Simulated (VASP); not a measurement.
A run of VASP 6.6.1 is set up as follows.

Contents of INCAR:

```
SYSTEM = ZnS
  PREC = Accurate
  ENCUT = 520
  EDIFF = 1E-6
  ISMEAR = -1
  SIGMA = 0.05
  LREAL = .FALSE.
  LASPH = .TRUE.
  NELM = 100
  ALGO = Normal
  ISIF = 2
  LWAVE = .FALSE.
  LCHARG = .TRUE.
  GGA = PS
  LELF = .TRUE.
  LVHAR = .TRUE.
  NBANDS = 66
```

Contents of KPOINTS:

```
Automatic mesh
0
G
  8 8 2
  0 0 0
```

File POSCAR:

```
ZnS
1.0
    3.8120000000      0.0000000000      0.0000000000
   -1.9060000000      3.3012888392      0.0000000000
    0.0000000000      0.0000000000     18.6899900000
Zn S
6 6
Direct
    0.3333333333      0.6666666667      0.8333300000
    0.6666666667      0.3333333333      0.3333300000
    0.6666666667      0.3333333333      0.6666700000
    0.3333333333      0.6666666667      0.1666700000
    0.0000000000      0.0000000000      0.5000000000
    0.0000000000      0.0000000000      0.0000000000
    0.3333333333      0.6666666667      0.9583300000
    0.6666666667      0.3333333333      0.4583300000
    0.6666666667      0.3333333333      0.7916700000
    0.3333333333      0.6666666667      0.2916700000
    0.0000000000      0.0000000000      0.6250000000
    0.0000000000      0.0000000000      0.1250000000
```

Potentials or basis: VASP PAW PBE potentials, release 64 (Zn, S).

Launch:

```bash
$ cat potpaw_PBE.64/Zn/POTCAR potpaw_PBE.64/S/POTCAR > POTCAR
$ mpirun -np 1 vasp_std > vasp.out
```

(1) What does it give for the pressure?

(2) What does it give for the largest force?

Results:

(1) -1.3 GPa.

(2) 0.028 eV/Å.

Caveat: the PAW data sets were made with another functional, which shifts forces and pressure a little.
